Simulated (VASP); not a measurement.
# MgGeSb2 (P-4m2) in VASP: further runs, part 2 of 2

VASP 6.6.1. The steps go on from the part before.

## Step 3: Single point, PBE

This run uses another cell than the first one, of 31.95 Å³/atom.

INCAR reads:

```
PREC = Accurate ; ENCUT = 520
EDIFF = 1E-7 ; ISMEAR = -1
SIGMA = 0.02 ; LREAL = F
LASPH = T ; NELM = 100
ALGO = Normal ; ISIF = 2
LWAVE = F ; LCHARG = F
GGA = PE ; NBANDS = 36
```

KPOINTS reads:

```
Automatic mesh
0
Gamma
  6 6 2
```

POSCAR reads:

```
MgGeSb2
1.0
    4.4328768126      0.0000000000      0.0000000000
    0.0000000000      4.4328768126      0.0000000000
    0.0000000000      0.0000000000     13.0054483414
Mg Sb Ge
2 4 2
Direct
    0.5000000000      0.0000000000      0.8713098534
    0.0000000000      0.5000000000      0.1286901466
    0.5000000000      0.5000000000      0.0000000000
    0.0000000000      0.0000000000      0.2637512166
    0.5000000000      0.5000000000      0.5000000000
    0.0000000000      0.0000000000      0.7362487834
    0.5000000000      0.0000000000      0.3801310925
    0.0000000000      0.5000000000      0.6198689075
```

Potentials or basis: VASP PAW PBE potentials, release 64 (Mg, Sb, Ge_d).

On the command line:

```console
cat potpaw_PBE.64/Mg/POTCAR potpaw_PBE.64/Sb/POTCAR potpaw_PBE.64/Ge_d/POTCAR > POTCAR
mpirun -np 1 vasp_std > vasp.out
```

OUTCAR:

```text
PREC = Accurate
   ENCUT = 520
   EDIFF = 1E-7
   ISMEAR = -1
   LREAL = F
   LASPH = T
   NELM = 100
   ISIF = 2
   GGA = PE

 ion  position               nearest neighbor table
   1  0.500  0.000  0.871-   3 2.78   3 2.78   6 2.83   6 2.83
   2  0.000  0.500  0.129-   3 2.78   3 2.78   4 2.83   4 2.83
   3  0.500  0.500  0.000-   1 2.78   2 2.78   1 2.78   2 2.78
   4  0.000  0.000  0.264-   7 2.68   7 2.68   2 2.83   2 2.83
   5  0.500  0.500  0.500-   7 2.71   8 2.71   7 2.71   8 2.71
   6  0.000  0.000  0.736-   8 2.68   8 2.68   1 2.83   1 2.83
   7  0.500  0.000  0.380-   4 2.68   4 2.68   5 2.71   5 2.71
   8  0.000  0.500  0.620-   6 2.68   6 2.68   5 2.71   5 2.71

  LATTYP: Found a simple tetragonal cell.
 ALAT       =     4.4328768126
 C/A-ratio  =     2.9338618895

  Lattice vectors:

 A1 = (   4.4328768126,   0.0000000000,   0.0000000000)
 A2 = (   0.0000000000,   4.4328768126,   0.0000000000)
 A3 = (   0.0000000000,   0.0000000000,  13.0054483414)

Analysis of symmetry for initial positions (statically):
=====================================================================
 Subroutine PRICEL returns:
 Original cell was already a primitive cell.

 Routine SETGRP: Setting up the symmetry group for a
 simple tetragonal supercell.

 Subroutine GETGRP returns: Found  8 space group operations
 (whereof  8 operations were pure point group operations)
 out of a pool of 16 trial point group operations.

The static configuration has the point symmetry D_2d.

Analysis of symmetry for dynamics (positions and initial velocities):
=====================================================================
 Subroutine PRICEL returns:
 Original cell was already a primitive cell.

 Routine SETGRP: Setting up the symmetry group for a
 simple tetragonal supercell.

 Subroutine GETGRP returns: Found  8 space group operations
 (whereof  8 operations were pure point group operations)
 out of a pool of 16 trial point group operations.

The dynamic configuration has the point symmetry D_2d.

 Subroutine INISYM returns: Found  8 space group operations
 (whereof  8 operations are pure point group operations),
 and found     1 'primitive' translations

----------------------------------------------------------------------------------------

                                     Primitive cell

  volume of cell :     255.5622

  direct lattice vectors                    reciprocal lattice vectors
     4.432876813  0.000000000  0.000000000     0.225587140  0.000000000  0.000000000
     0.000000000  4.432876813  0.000000000     0.000000000  0.225587140  0.000000000
     0.000000000  0.000000000 13.005448341     0.000000000  0.000000000  0.076890852

  length of vectors
     4.432876813  4.432876813 13.005448341     0.225587140  0.225587140  0.076890852

  position of ions in fractional coordinates (direct lattice)
     0.500000000  0.000000000  0.871309853
     0.000000000  0.500000000  0.128690147
     0.500000000  0.500000000  0.000000000
     0.000000000  0.000000000  0.263751217
     0.500000000  0.500000000  0.500000000
     0.000000000  0.000000000  0.736248783
     0.500000000  0.000000000  0.380131093
     0.000000000  0.500000000  0.619868907

  ion indices of the primitive-cell ions
[... 41 lines left out ...]
  0.500000  0.000000  0.000000      2.000000
  0.166667  0.166667  0.000000      4.000000
  0.333333  0.166667  0.000000      8.000000
[... 12 lines left out ...]
  0.500000  0.333333  0.500000      4.000000
  0.500000  0.500000  0.500000      1.000000
   k-points           NKPTS =     20   k-points in BZ     NKDIM =     20   number of bands    NBANDS=     36
   number of dos      NEDOS =    301   number of ions     NIONS =      8
   total plane-waves  NPLWV = 127008
   dimension x,y,z NGX =    36 NGY =   36 NGZ =   98
   dimension x,y,z NGXF=    72 NGYF=   72 NGZF=  196
   ions per type =               2   4   2
   NGX,Y,Z   is equivalent  to a cutoff of  13.50, 13.50, 12.53 a.u.
   NGXF,Y,Z  is equivalent  to a cutoff of  27.00, 27.00, 25.05 a.u.
 SYSTEM =  unknown system
   PREC   = accura    normal or accurate (medium, high low for compatibility)
   ISTART =      0    job   : 0-new  1-cont  2-samecut
   ICHARG =      2    charge: 1-file 2-atom 10-const
   ISPIN  =      1    spin polarized calculation?
   LNONCOLLINEAR =      F non collinear calculations
   LSORBIT =      F    spin-orbit coupling
   LASPH  =      T    aspherical Exc in radial PAW
   ENCUT  =  520.0 eV  38.22 Ry    6.18 a.u.   8.24  8.24 24.18*2*pi/ulx,y,z
   NELM   =    100;   NELMIN=  2; NELMDL= -5     # of ELM steps
   EDIFF  = 0.1E-06   stopping-criterion for ELM
   LREAL  =      F    real-space projection
   EDIFFG = 0.1E-05   stopping-criterion for IOM
   NSW    =      0    number of steps for IOM
   IBRION =     -1    ionic relax: 0-MD 1-quasi-New 2-CG
   NFREE  =      0    steps in history (QN), initial steepest desc. (CG)
   ISIF   =      2    stress and relaxation
   ISYM   =      2    0-nonsym 1-usesym 2-fastsym
   POTIM  = 0.5000    time-step for ionic-motion
   TEBEG  =    0.0;   TEEND  =   0.0 temperature during run
   PSTRESS=    0.0 pullay stress
   NELECT =      52.0000    total number of electrons
   NUPDOWN=      -1.0000    fix difference up-down
   EMIN   =  10.00;   EMAX   =-10.00  energy-range for DOS
   EFERMI =   0.00;   METHOD = LEGACY
   ISMEAR =    -1;   SIGMA  =   0.02  broadening in eV -4-tet -1-fermi 0-gaus
   EFERMI_NEDOS =   21; number of points for ismear=-14 and -15
   IALGO  =     38    algorithm
   IMIX   =      4    mixing-type and parameters
     AMIX     =   0.40;   BMIX     =  1.00
     AMIX_MAG =   1.60;   BMIX_MAG =  1.00
  volume/ion in A,a.u.               =      31.95       215.58
  Fermi-wavevector in a.u.,A,eV,Ry     =   0.962891  1.819600 12.614761  0.927159
  Thomas-Fermi vector in A             =   2.092389
   LORBIT       =      0    0 simple, 1 ext, 2 COOP (PROOUT), +10 PAW based schemes
   GGA     = PE    functional components
   LHFCALC =     F    Hartree Fock is set to
   AEXX    =    0.0000 exact exchange contribution
   IVDW    =     0    specifies the selected vdW correction
   LEPSILON=     F    determine dielectric tensor
   LRPA    =     F    only Hartree local field effects (RPA)
 non-spin polarized calculation
  energy-cutoff  :      520.00
  volume of cell :      255.56
 maximum number of plane-waves:      6917
 NGX is ok and might be reduce to    36
   NGX = 17   NGY = 17   NGZ = 49

 number of electron      52.0000016 magnetization

 Free energy of the ion-electron system (eV)
  ---------------------------------------------------
  ext. energy  EPLUGINS =         0.00000000
  ---------------------------------------------------
  free energy    TOTEN  =       -28.38562907 eV

  energy without entropy =      -28.38141896  energy(sigma->0) =      -28.38352402

 E-fermi :   3.8818     XC(G=0):  -8.4204

 val. band max:        3.8592771234   @ k =   0.1667   0.0000   0.5000
 cond. band min:       3.8938106635   @ k =   0.1667   0.0000   0.5000
 fundamental gap:      0.0345335400
 Fermi energy:         3.8817868579

 k-point     1 :       0.0000    0.0000    0.0000
  band No.  band energies     occupation
      1     -21.3206      2.00000
      2     -21.3200      2.00000
      3     -21.3182      2.00000
      4     -21.3182      2.00000
      5     -21.2900      2.00000
      6     -21.2896      2.00000
[... 769 lines left out ...]
     35       9.1773      0.00000
     36       9.5167      0.00000

------------------------ aborting loop because EDIFF is reached ----------------------------------------

  FORCE on cell =-STRESS in cart. coord.  units (eV):
  Direction    XX          YY          ZZ          XY          YZ          ZX
  --------------------------------------------------------------------------------------
  -------------------------------------------------------------------------------------
  Total        2.0072995      2.0072995      2.0600999      0.0000000      0.0000000     -0.0000000
  in kB       12.5842145     12.5842145     12.9152320      0.0000000      0.0000000     -0.0000000
  external PRESSURE =      12.6945537 kB  Pullay stress =       0.0000000 kB

 VOLUME and BASIS-vectors are now :
 -----------------------------------------------------------------------------
  energy-cutoff  :      520.00
  volume of cell :      255.56
      direct lattice vectors                 reciprocal lattice vectors
     4.432876813  0.000000000  0.000000000     0.225587140  0.000000000  0.000000000
     0.000000000  4.432876813  0.000000000     0.000000000  0.225587140  0.000000000
     0.000000000  0.000000000 13.005448341     0.000000000  0.000000000  0.076890852

 POSITION                                       TOTAL-FORCE (eV/Angst)
 -----------------------------------------------------------------------------------
      2.21644      0.00000     11.33178         0.000000     -0.000000     -0.053961
      0.00000      2.21644      1.67367         0.000000      0.000000      0.053961
      2.21644      2.21644      0.00000         0.000000     -0.000000     -0.000000
      0.00000      0.00000      3.43020         0.000000     -0.000000     -0.144310
      2.21644      2.21644      6.50272         0.000000      0.000000     -0.000000
      0.00000      0.00000      9.57525         0.000000     -0.000000      0.144310
      2.21644      0.00000      4.94378        -0.000000     -0.000000      0.005243
      0.00000      2.21644      8.06167         0.000000     -0.000000     -0.005243
 -----------------------------------------------------------------------------------
    total drift:                                0.000000      0.000000      0.000000

  FREE ENERGIE OF THE ION-ELECTRON SYSTEM (eV)
  ---------------------------------------------------
  free  energy   TOTEN  =       -28.3856290716 eV

  energy  without entropy=      -28.3814189626  energy(sigma->0) =      -28.38352402
```

Run time: 1.9 min. Hardware: 1 thread of Intel Xeon 6975P-C (Granite Rapids), shared host; peak memory 0.45 GiB.

Results:

```
Free energy            : -28.3856 eV
Pressure               : 1.3 GPa
Largest force          : 0.144 eV/Å
Band gap on the k mesh : zero (bands 26 and 27 overlap by 0.27 eV)
```

Forces on the atoms (eV/Å):
```
Mg   0.000  0.000 -0.054
Mg   0.000  0.000  0.054
Sb   0.000  0.000  0.000
Sb   0.000  0.000 -0.144
Sb   0.000  0.000  0.000
Sb   0.000  0.000  0.144
Ge   0.000  0.000  0.005
Ge   0.000  0.000 -0.005
```

Levels at points of the mesh, in eV from the Fermi level:
```tsv
k point	band 22	band 23	band 24	band 25	band 26	band 27	band 28	band 29	band 30	band 31
(0.00, 0.00, 0.00)	-0.69	-0.68	-0.68	-0.57	-0.17	0.09	0.09	0.22	0.87	2.35
(0.50, 0.00, 0.00)	-2.36	-1.47	-1.01	-0.57	-0.33	-0.17	0.16	2.28	2.34	2.56
(0.50, 0.50, 0.00)	-3.06	-2.59	-1.79	-1.79	-1.34	0.66	0.66	0.67	1.23	3.57
(0.00, 0.00, 0.50)	-1.69	-0.54	-0.54	-0.25	-0.10	-0.10	0.13	0.42	0.67	2.55
(0.50, 0.00, 0.50)	-2.36	-2.16	-1.74	-0.33	-0.07	0.13	0.16	2.37	2.54	2.57
(0.50, 0.50, 0.50)	-3.01	-2.67	-1.93	-1.93	-1.40	0.97	0.97	0.98	1.84	2.07
```

Caveat: spin-orbit coupling is left out, which moves the levels of the heavy elements.

## Step 4: Single point, PBE (31.94 Å³/atom)

This run uses another cell than the first one, of 31.94 Å³/atom.

INCAR reads:

```
SYSTEM = MgGeSb2
PREC = Accurate
ENCUT = 520
EDIFF = 1E-7
ISMEAR = -1
SIGMA = 0.02
LREAL = .FALSE.
LASPH = .TRUE.
NELM = 100
ALGO = Normal
ISIF = 2
LWAVE = .FALSE.
LCHARG = .FALSE.
GGA = PE
NBANDS = 36
```

KPOINTS reads:

```
Automatic mesh
0
G
  6 6 2
  0 0 0
```

POSCAR reads:

```
MgGeSb2
1.0
    4.4330906952      0.0000000000      0.0000000000
    0.0000000000      4.4330906952      0.0000000000
    0.0000000000      0.0000000000     13.0029529399
Mg Sb Ge
2 4 2
Direct
    0.5000000000      0.0000000000      0.8712861862
    0.0000000000      0.5000000000      0.1287138138
    0.5000000000      0.5000000000      0.0000000000
    0.0000000000      0.0000000000      0.2621285909
    0.5000000000      0.5000000000      0.5000000000
    0.0000000000      0.0000000000      0.7378714091
    0.5000000000      0.0000000000      0.3791555484
    0.0000000000      0.5000000000      0.6208444516
```

On the command line:

```console
cat potpaw_PBE.64/Mg/POTCAR potpaw_PBE.64/Sb/POTCAR potpaw_PBE.64/Ge_d/POTCAR > POTCAR
mpirun -np 1 vasp_std > vasp.out
```

Run time: 1.8 min. Hardware: 1 thread of Intel Xeon 6975P-C (Granite Rapids), shared host; peak memory 0.45 GiB.

It converged, with:

- Free energy: -28.3892 eV
- Pressure: 1.2 GPa
- Largest force: 0.050 eV/Å
- Band gap on the k mesh: zero (bands 26 and 27 overlap by 0.26 eV)

Forces on the atoms (eV/Å):
```
Mg   0.000  0.000 -0.005
Mg   0.000  0.000  0.005
Sb   0.000  0.000  0.000
Sb   0.000  0.000 -0.050
Sb   0.000  0.000  0.000
Sb   0.000  0.000  0.050
Ge   0.000  0.000  0.026
Ge   0.000  0.000 -0.026
```

Levels at points of the mesh, in eV from the Fermi level:
```
           k point  band 23  band 24  band 25  band 26  band 27  band 28  band 29  band 30
(0.00, 0.00, 0.00)    -0.70    -0.68    -0.59    -0.15     0.08     0.08     0.24     0.88
(0.50, 0.00, 0.00)    -1.47    -1.01    -0.58    -0.36    -0.17     0.16     2.27     2.34
(0.50, 0.50, 0.00)    -2.60    -1.79    -1.79    -1.35     0.62     0.62     0.64     1.23
(0.00, 0.00, 0.50)    -0.56    -0.56    -0.23    -0.11    -0.11     0.16     0.41     0.67
(0.50, 0.00, 0.50)    -2.17    -1.75    -0.36    -0.06     0.14     0.16     2.35     2.54
(0.50, 0.50, 0.50)    -2.68    -1.93    -1.93    -1.41     0.93     0.93     0.95     1.83
```

Caveat: spin-orbit coupling is left out, which moves the levels of the heavy elements.

## Step 5: Single point, PBE

This run uses another cell than the first one, of 32.93 Å³/atom.

INCAR reads:

```
ALGO = Normal
EDIFF = 1E-7
ENCUT = 520
GGA = PE
ISIF = 2
ISMEAR = -1
LASPH = T
LCHARG = F
LREAL = F
LWAVE = F
NBANDS = 36
NELM = 60
PREC = Accurate
SIGMA = 0.02
```

KPOINTS reads:

```
k-points
0
Gamma
  6 6 2
```

Edit POSCAR of step 4 so:

```diff
@@ -2,5 +2,5 @@
 1.0
-    4.4330906952      0.0000000000      0.0000000000
-    0.0000000000      4.4330906952      0.0000000000
-    0.0000000000      0.0000000000     13.0029529399
+    4.4783294391      0.0000000000      0.0000000000
+    0.0000000000      4.4783294391      0.0000000000
+    0.0000000000      0.0000000000     13.1356452979
 Mg Sb Ge
```

On the command line:

```console
cat potpaw_PBE.64/Mg/POTCAR potpaw_PBE.64/Sb/POTCAR potpaw_PBE.64/Ge_d/POTCAR > POTCAR
mpirun -np 1 vasp_std > vasp.out
```

It took 100 s on 1 thread of Intel Xeon 6975P-C (Granite Rapids), shared host; peak memory 0.45 GiB.

The run converged. Its results:

```yaml
Free_energy: -28.4205 eV
Pressure: 0.0 GPa
Largest_force: 0.015 eV/Å
Band_gap_on_the_k_mesh: zero (bands 26 and 27 overlap by 0.27 eV)
```

Forces in eV/Å, atoms in the order of the input:
```
Mg   0.000  0.000 -0.008
Mg   0.000  0.000  0.008
Sb   0.000  0.000  0.000
Sb   0.000  0.000 -0.015
Sb   0.000  0.000  0.000
Sb   0.000  0.000  0.015
Ge   0.000  0.000  0.009
Ge   0.000  0.000 -0.009
```

Levels at points of the mesh, in eV from the Fermi level:
```tsv
k point	band 22	band 23	band 24	band 25	band 26	band 27	band 28	band 29	band 30	band 31
(0.00, 0.00, 0.00)	-0.72	-0.67	-0.67	-0.58	-0.11	0.09	0.09	0.28	0.90	2.31
(0.50, 0.00, 0.00)	-2.25	-1.43	-0.96	-0.60	-0.33	-0.18	0.15	2.25	2.34	2.54
(0.50, 0.50, 0.00)	-2.95	-2.51	-1.72	-1.72	-1.29	0.63	0.63	0.68	1.28	3.55
(0.00, 0.00, 0.50)	-1.66	-0.54	-0.54	-0.21	-0.09	-0.09	0.21	0.38	0.69	2.50
(0.50, 0.00, 0.50)	-2.25	-2.09	-1.70	-0.33	-0.08	0.12	0.15	2.30	2.53	2.55
(0.50, 0.50, 0.50)	-2.89	-2.59	-1.84	-1.84	-1.34	0.92	0.92	0.97	1.86	2.09
```

Caveat: spin-orbit coupling is left out, which moves the levels of the heavy elements.

## Step 6: Single point, PBE (33.92 Å³/atom)

This run uses another cell than the first one, of 33.92 Å³/atom.

INCAR reads:

```
SYSTEM = MgGeSb2
  PREC = Accurate
  ENCUT = 520
  EDIFF = 1E-6
  ISMEAR = -1
  SIGMA = 0.02
  LREAL = .FALSE.
  LASPH = .TRUE.
  NELM = 60
  ALGO = Normal
  ISIF = 2
  LWAVE = .FALSE.
  LCHARG = .FALSE.
  GGA = PE
  NBANDS = 36
```

KPOINTS reads:

```
Automatic mesh
0
G
  6 6 2
  0 0 0
```

Edit POSCAR of step 5 so:

```diff
@@ -2,5 +2,5 @@
 1.0
-    4.4783294391      0.0000000000      0.0000000000
-    0.0000000000      4.4783294391      0.0000000000
-    0.0000000000      0.0000000000     13.1356452979
+    4.5226722183      0.0000000000      0.0000000000
+    0.0000000000      4.5226722183      0.0000000000
+    0.0000000000      0.0000000000     13.2657096507
 Mg Sb Ge
```

Potentials or basis: VASP PAW PBE potentials, release 64 (Mg, Sb, Ge_d).

On the command line:

```console
cat potpaw_PBE.64/Mg/POTCAR potpaw_PBE.64/Sb/POTCAR potpaw_PBE.64/Ge_d/POTCAR > POTCAR
mpirun -np 1 vasp_std > vasp.out
```

It took 88 s on 1 thread of Intel Xeon 6975P-C (Granite Rapids), shared host; peak memory 0.46 GiB.

Results (log left out):

```yaml
Free_energy: -28.3963 eV
Pressure: -1.0 GPa
Largest_force: 0.018 eV/Å
Band_gap_on_the_k_mesh: zero (bands 26 and 27 overlap by 0.28 eV)
```

Forces on the atoms (eV/Å):
```
Mg   0.000  0.000 -0.012
Mg   0.000  0.000  0.012
Sb   0.000  0.000  0.000
Sb   0.000  0.000  0.018
Sb   0.000  0.000  0.000
Sb   0.000  0.000 -0.018
Ge   0.000  0.000 -0.010
Ge   0.000  0.000  0.010
```

Levels at points of the mesh, in eV from the Fermi level:
| k point | band 23 | band 24 | band 25 | band 26 | band 27 | band 28 | band 29 | band 30 |
| --- | --- | --- | --- | --- | --- | --- | --- | --- |
| (0.00, 0.00, 0.00) | -0.63 | -0.63 | -0.57 | -0.07 | 0.09 | 0.09 | 0.32 | 0.92 |
| (0.50, 0.00, 0.00) | -1.39 | -0.92 | -0.61 | -0.31 | -0.19 | 0.15 | 2.23 | 2.34 |
| (0.50, 0.50, 0.00) | -2.42 | -1.65 | -1.65 | -1.23 | 0.64 | 0.64 | 0.72 | 1.32 |
| (0.00, 0.00, 0.50) | -0.51 | -0.51 | -0.18 | -0.08 | -0.08 | 0.24 | 0.37 | 0.71 |
| (0.50, 0.00, 0.50) | -2.01 | -1.65 | -0.31 | -0.09 | 0.11 | 0.15 | 2.26 | 2.52 |
| (0.50, 0.50, 0.50) | -2.50 | -1.76 | -1.76 | -1.28 | 0.91 | 0.91 | 0.98 | 1.88 |

Caveat: spin-orbit coupling is left out, which moves the levels of the heavy elements.

## Step 7: Summary

```tsv
cell	gap on the mesh (eV)	pressure (GPa)	largest force (eV/Å)
a = 4.387, b = 4.387, c = 12.867 Å, 8 atoms, atomic positions A	none	2.7	0.09
a = 4.433, b = 4.433, c = 13.005 Å, 8 atoms, atomic positions B	none	1.3	0.14
a = 4.433, b = 4.433, c = 13.003 Å, 8 atoms, atomic positions A	none	1.2	0.05
a = 4.478, b = 4.478, c = 13.136 Å, 8 atoms, atomic positions A	none	0.0	0.01
a = 4.523, b = 4.523, c = 13.266 Å, 8 atoms, atomic positions A	none	-1.0	0.02
```

Alike in all rows: task single point; level PBE; potentials or basis VASP PAW PBE potentials, release 64 (Mg, Sb, Ge_d); no spin polarisation; k mesh 6 × 6 × 2; cutoff (eV) 520; smearing fermi-dirac 0.02 eV.

Caveats: spin-orbit coupling is left out, which moves the levels of the heavy elements.

Total energies depend on the potentials used, so only differences within one code and one set of settings carry meaning.
